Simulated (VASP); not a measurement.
The system is ZnSe.

```
Zn Se
1.0
     3.32515    0.00000    0.00000
     0.00000    3.32515    0.00000
     0.00000    0.00000    3.32515
Zn Se
1 1
Direct
  0.00000 0.00000 0.00000
  0.50000 0.50000 0.50000
```

Base run:

* Program: VASP 6.6.1
* Functional: PBE
* Potentials or basis: VASP PAW PBE potentials, release 64 (Zn, Se)
* Cutoff: 500 eV
* k mesh: 8 × 8 × 8
* Occupations: fermi-dirac, width 0.02 eV
* Spin: no spin polarisation

Its results: band gap on the k mesh zero (band 9 reaches 4.55 eV, above the bottom of band 10 at 2.72 eV); pressure 1.4 GPa.

Task: The run is repeated on the same cell with these changes: k mesh from 8 × 8 × 8 to 4 × 4 × 4. What comes out?

Result: Band gap on the k mesh zero (band 9 reaches 4.74 eV, above the bottom of band 10 at 2.86 eV); pressure 3.5 GPa.

Caveats: some runs use coarse meshes.
